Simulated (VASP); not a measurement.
# NaLiICl (P4/mmm) in VASP: notebook

The runs below take NaLiICl through single point, with LDA.

Everything below comes from runs of VASP 6.6.1. Logs are shortened: lines on timing, memory, paths and dates and some standing lists are left out, and cuts for length are marked.

### 1 The cell of the first run

It takes space group P4/mmm (No. 123, tetragonal). Conventional cell: a = 3.928 Å, b = 3.928 Å, c = 6.215 Å, α = 90.00°, β = 90.00°, γ = 90.00°. Na (site symmetry 4/mmm) has 4 Cl at 2.78 Å and 2 I at 3.11 Å within 3.7 Å. Within 3.7 Å of Li (site symmetry 4/mmm) lie 4 I at 2.78 Å and 2 Cl at 3.11 Å. I (site symmetry 4/mmm) has 4 Li at 2.78 Å and 2 Na at 3.11 Å within 3.7 Å. Within 3.7 Å of Cl (site symmetry 4/mmm) lie 4 Na at 2.78 Å and 2 Li at 3.11 Å.

### 2 Single point, LDA (strain -0.040 along x and y, +0.000 along z)

The input, INCAR:

```
ALGO = Normal
EDIFF = 1E-7
ENCUT = 520
ISIF = 2
ISMEAR = 0
LASPH = T
LCHARG = T
LELF = T
LREAL = F
LVHAR = T
LWAVE = F
NBANDS = 20
NELM = 80
PREC = Accurate
SIGMA = 0.05
```

The input, KPOINTS:

```
k-points
0
Gamma
  6 6 4
```

The input, POSCAR:

```
NaLiICl
1.0
    3.9279705600      0.0000000000      0.0000000000
    0.0000000000      3.9279705600      0.0000000000
    0.0000000000      0.0000000000      6.2153440000
Na Li I Cl
1 1 1 1
Direct
    0.5000000000      0.5000000000      0.5000000000
    0.0000000000      0.0000000000      0.0000000000
    0.5000000000      0.5000000000      0.0000000000
    0.0000000000      0.0000000000      0.5000000000
```

Potentials or basis: VASP PAW LDA potentials, release 64 (Na_pv, Li_sv, I, Cl).

On the command line:

```
$ cat potpaw_LDA.64/Na_pv/POTCAR potpaw_LDA.64/Li_sv/POTCAR potpaw_LDA.64/I/POTCAR potpaw_LDA.64/Cl/POTCAR > POTCAR
$ mpirun -np 1 vasp_std > vasp.out
```

OUTCAR:

```text
EDIFF = 1E-7
   ENCUT = 520
   ISIF = 2
   ISMEAR = 0
   LASPH = T
   LREAL = F
   NELM = 80
   PREC = Accurate

 ion  position               nearest neighbor table
   1  0.500  0.500  0.500-   3 3.11   3 3.11
   2  0.000  0.000  0.000-   3 2.78   3 2.78   3 2.78   3 2.78
   3  0.500  0.500  0.000-   2 2.78   2 2.78   2 2.78   2 2.78   1 3.11   1 3.11
   4  0.000  0.000  0.500-

  LATTYP: Found a simple tetragonal cell.
 ALAT       =     3.9279705600
 C/A-ratio  =     1.5823295784

  Lattice vectors:

 A1 = (   3.9279705600,   0.0000000000,   0.0000000000)
 A2 = (   0.0000000000,   3.9279705600,   0.0000000000)
 A3 = (   0.0000000000,   0.0000000000,   6.2153440000)

Analysis of symmetry for initial positions (statically):
=====================================================================
 Subroutine PRICEL returns:
 Original cell was already a primitive cell.

 Routine SETGRP: Setting up the symmetry group for a
 simple tetragonal supercell.

 Subroutine GETGRP returns: Found 16 space group operations
 (whereof 16 operations were pure point group operations)
 out of a pool of 16 trial point group operations.

The static configuration has the point symmetry D_4h.

Analysis of symmetry for dynamics (positions and initial velocities):
=====================================================================
 Subroutine PRICEL returns:
 Original cell was already a primitive cell.

 Routine SETGRP: Setting up the symmetry group for a
 simple tetragonal supercell.

 Subroutine GETGRP returns: Found 16 space group operations
 (whereof 16 operations were pure point group operations)
 out of a pool of 16 trial point group operations.

The dynamic configuration has the point symmetry D_4h.

 Subroutine INISYM returns: Found 16 space group operations
 (whereof 16 operations are pure point group operations),
 and found     1 'primitive' translations

----------------------------------------------------------------------------------------

                                     Primitive cell

  volume of cell :      95.8962

  direct lattice vectors                    reciprocal lattice vectors
     3.927970560  0.000000000  0.000000000     0.254584393  0.000000000  0.000000000
     0.000000000  3.927970560  0.000000000     0.000000000  0.254584393  0.000000000
[... 82 lines left out ...]
   ICHARG =      2    charge: 1-file 2-atom 10-const
   ISPIN  =      1    spin polarized calculation?
   LNONCOLLINEAR =      F non collinear calculations
   LSORBIT =      F    spin-orbit coupling
   LASPH  =      T    aspherical Exc in radial PAW
   ENCUT  =  520.0 eV  38.22 Ry    6.18 a.u.   7.30  7.30 11.56*2*pi/ulx,y,z
   NELM   =     80;   NELMIN=  2; NELMDL= -5     # of ELM steps
   EDIFF  = 0.1E-06   stopping-criterion for ELM
   LREAL  =      F    real-space projection
   EDIFFG = 0.1E-05   stopping-criterion for IOM
   NSW    =      0    number of steps for IOM
   IBRION =     -1    ionic relax: 0-MD 1-quasi-New 2-CG
   NFREE  =      0    steps in history (QN), initial steepest desc. (CG)
   ISIF   =      2    stress and relaxation
   ISYM   =      2    0-nonsym 1-usesym 2-fastsym
   POTIM  = 0.5000    time-step for ionic-motion
   TEBEG  =    0.0;   TEEND  =   0.0 temperature during run
   PSTRESS=    0.0 pullay stress
   NELECT =      24.0000    total number of electrons
   NUPDOWN=      -1.0000    fix difference up-down
   EMIN   =  10.00;   EMAX   =-10.00  energy-range for DOS
   EFERMI =   0.00;   METHOD = LEGACY
   ISMEAR =     0;   SIGMA  =   0.05  broadening in eV -4-tet -1-fermi 0-gaus
   EFERMI_NEDOS =   21; number of points for ismear=-14 and -15
   IALGO  =     38    algorithm
   IMIX   =      4    mixing-type and parameters
     AMIX     =   0.40;   BMIX     =  1.00
     AMIX_MAG =   1.60;   BMIX_MAG =  1.00
  volume/ion in A,a.u.               =      23.97       161.78
  Fermi-wavevector in a.u.,A,eV,Ry     =   1.031679  1.949591 14.481526  1.064362
  Thomas-Fermi vector in A             =   2.165839
   LORBIT       =      0    0 simple, 1 ext, 2 COOP (PROOUT), +10 PAW based schemes
   GGA     = CA    functional components
   LHFCALC =     F    Hartree Fock is set to
   AEXX    =    0.0000 exact exchange contribution
   IVDW    =     0    specifies the selected vdW correction
   LEPSILON=     F    determine dielectric tensor
   LRPA    =     F    only Hartree local field effects (RPA)
 non-spin polarized calculation
 Gauss-broadening in eV      SIGMA  =   0.05
  energy-cutoff  :      520.00
  volume of cell :       95.90
 maximum number of plane-waves:      2615
 NGX is ok and might be reduce to    30
   NGX = 15   NGY = 15   NGZ = 23

 number of electron      24.0000002 magnetization

 Free energy of the ion-electron system (eV)
  ---------------------------------------------------
  ext. energy  EPLUGINS =         0.00000000
  ---------------------------------------------------
  free energy    TOTEN  =       -13.71004119 eV

  energy without entropy =      -13.71004119  energy(sigma->0) =      -13.71004119

 E-fermi :   1.5916     XC(G=0):  -8.6937

 val. band max:        1.3640302340   @ k =   0.5000   0.0000   0.5000
 cond. band min:       5.3445156279   @ k =   0.0000   0.0000   0.0000
 fundamental gap:      3.9804853939
 Fermi energy:         1.5916010497

 k-point     1 :       0.0000    0.0000    0.0000
  band No.  band energies     occupation
      1     -42.8015      2.00000
      2     -20.5566      2.00000
      3     -20.5072      2.00000
      4     -20.5072      2.00000
      5     -11.9670      2.00000
      6     -10.3306      2.00000
[... 541 lines left out ...]
     19      11.0157      0.00000
     20      11.4805      0.00000

 [... further k-points ...]
[... 5 lines left out ...]
  --------------------------------------------------------------------------------------
  -------------------------------------------------------------------------------------
  Total        0.0192237      0.0192237     -1.0001609      0.0000000      0.0000000     -0.0000000
  in kB        0.3211778      0.3211778    -16.7100921      0.0000000      0.0000000     -0.0000000
  external PRESSURE =      -5.3559122 kB  Pullay stress =       0.0000000 kB

 VOLUME and BASIS-vectors are now :
 -----------------------------------------------------------------------------
  energy-cutoff  :      520.00
  volume of cell :       95.90
      direct lattice vectors                 reciprocal lattice vectors
     3.927970560  0.000000000  0.000000000     0.254584393  0.000000000  0.000000000
     0.000000000  3.927970560  0.000000000     0.000000000  0.254584393  0.000000000
     0.000000000  0.000000000  6.215344000     0.000000000  0.000000000  0.160892140

 POSITION                                       TOTAL-FORCE (eV/Angst)
 -----------------------------------------------------------------------------------
      1.96399      1.96399      3.10767         0.000000      0.000000      0.000000
      0.00000      0.00000      0.00000         0.000000      0.000000      0.000000
      1.96399      1.96399      0.00000         0.000000      0.000000      0.000000
      0.00000      0.00000      3.10767         0.000000      0.000000      0.000000
 -----------------------------------------------------------------------------------
    total drift:                                0.000000      0.000000      0.000000

  FREE ENERGIE OF THE ION-ELECTRON SYSTEM (eV)
  ---------------------------------------------------
  free  energy   TOTEN  =       -13.7100411895 eV

  energy  without entropy=      -13.7100411895  energy(sigma->0) =      -13.71004119
```

Run time: 21 s. Hardware: 1 thread of Intel Xeon 6975P-C (Granite Rapids), shared host; peak memory 0.2 GiB.

What came out:

```
Free energy            : -13.7100 eV
Band gap on the k mesh : 3.98 eV, indirect (least direct gap 4.32 eV)
```

Levels at points of the mesh, in eV from the valence-band top:
```
           k point  band 9  band 10  band 11  band 12  band 13  band 14  band 15  band 16
(0.00, 0.00, 0.00)   -1.35    -0.48    -0.44    -0.44     3.98     5.41     6.00     8.74
(0.50, 0.00, 0.00)   -1.82    -1.41    -1.18     0.00     5.78     6.02     6.87     7.12
(0.50, 0.50, 0.00)   -1.85    -1.85    -1.53    -0.90     4.51     5.80     5.80     5.82
(0.00, 0.00, 0.50)   -1.23    -1.23    -0.61    -0.61     5.79     6.08     6.38     7.38
(0.50, 0.00, 0.50)   -1.17    -1.13    -0.81     0.00     4.32     5.38     6.67     7.08
(0.50, 0.50, 0.50)   -2.24    -2.24    -1.55    -1.09     5.33     6.82     7.12     7.12
```

Caveat: the cell differs from its parent crystal (strain -0.040 along x and y, +0.000 along z); the cutoff is under 1.25 times the usual one of these potentials, so pressure, stress and relaxed cells hold a basis-set (Pulay) error; spin-orbit coupling is left out, which moves the levels of the heavy elements. A k mesh can miss the band edges.

### 3 Single point, LDA (strain +0.000 along x and y, -0.040 along z)

The input, INCAR:

```
SYSTEM = NaLiICl
ALGO = Normal
EDIFF = 1E-6
ENCUT = 520
GGA = CA
ISIF = 2
ISMEAR = 0
LASPH = .TRUE.
LCHARG = .TRUE.
LELF = .TRUE.
LREAL = .FALSE.
LVHAR = .TRUE.
LWAVE = .FALSE.
NBANDS = 20
NELM = 100
PREC = Accurate
SIGMA = 0.05
```

The input, KPOINTS:

```
k-points
0
G
  6 6 4
  0 0 0
```

The input, POSCAR:

```
NaLiICl
1.0
    4.0916360000      0.0000000000      0.0000000000
    0.0000000000      4.0916360000      0.0000000000
    0.0000000000      0.0000000000      5.9667302400
Na Li I Cl
1 1 1 1
Direct
    0.5000000000      0.5000000000      0.5000000000
    0.0000000000      0.0000000000      0.0000000000
    0.5000000000      0.5000000000      0.0000000000
    0.0000000000      0.0000000000      0.5000000000
```

Potentials or basis: VASP PAW LDA potentials, release 64 (Na_pv, Li_sv, I, Cl).

On the command line:

```
$ cat potpaw_LDA.64/Na_pv/POTCAR potpaw_LDA.64/Li_sv/POTCAR potpaw_LDA.64/I/POTCAR potpaw_LDA.64/Cl/POTCAR > POTCAR
$ mpirun -np 1 vasp_std > vasp.out
```

Run time: 18 s. Hardware: 1 thread of Intel Xeon 6975P-C (Granite Rapids), shared host; peak memory 0.2 GiB.

It converged, with:

```yaml
Free_energy: -13.6876 eV
Band_gap_on_the_k_mesh: 4.04 eV, indirect (least direct gap 4.28 eV)
```

Levels at points of the mesh, in eV from the valence-band top:
```csv
k point,band 8,band 9,band 10,band 11,band 12,band 13,band 14,band 15,band 16,band 17
"(0.00, 0.00, 0.00)",-1.22,-1.22,-0.29,-0.24,-0.24,4.04,5.29,6.07,9.20,9.20
"(0.50, 0.00, 0.00)",-2.11,-1.62,-1.18,-0.99,-0.01,5.76,6.61,6.97,7.18,7.21
"(0.50, 0.50, 0.00)",-2.68,-1.39,-1.34,-1.34,-0.79,4.66,5.90,6.08,6.08,9.26
"(0.00, 0.00, 0.50)",-1.62,-1.04,-1.04,-0.48,-0.48,5.71,6.23,6.56,7.51,7.76
"(0.50, 0.00, 0.50)",-2.67,-0.98,-0.79,-0.53,0.00,4.67,5.34,6.68,7.74,8.32
"(0.50, 0.50, 0.50)",-2.31,-1.88,-1.88,-1.42,-1.05,5.63,7.14,7.33,7.33,7.86
```

Caveat: the cell differs from its parent crystal (strain +0.000 along x and y, -0.040 along z); the cutoff is under 1.25 times the usual one of these potentials, so pressure, stress and relaxed cells hold a basis-set (Pulay) error; spin-orbit coupling is left out, which moves the levels of the heavy elements.
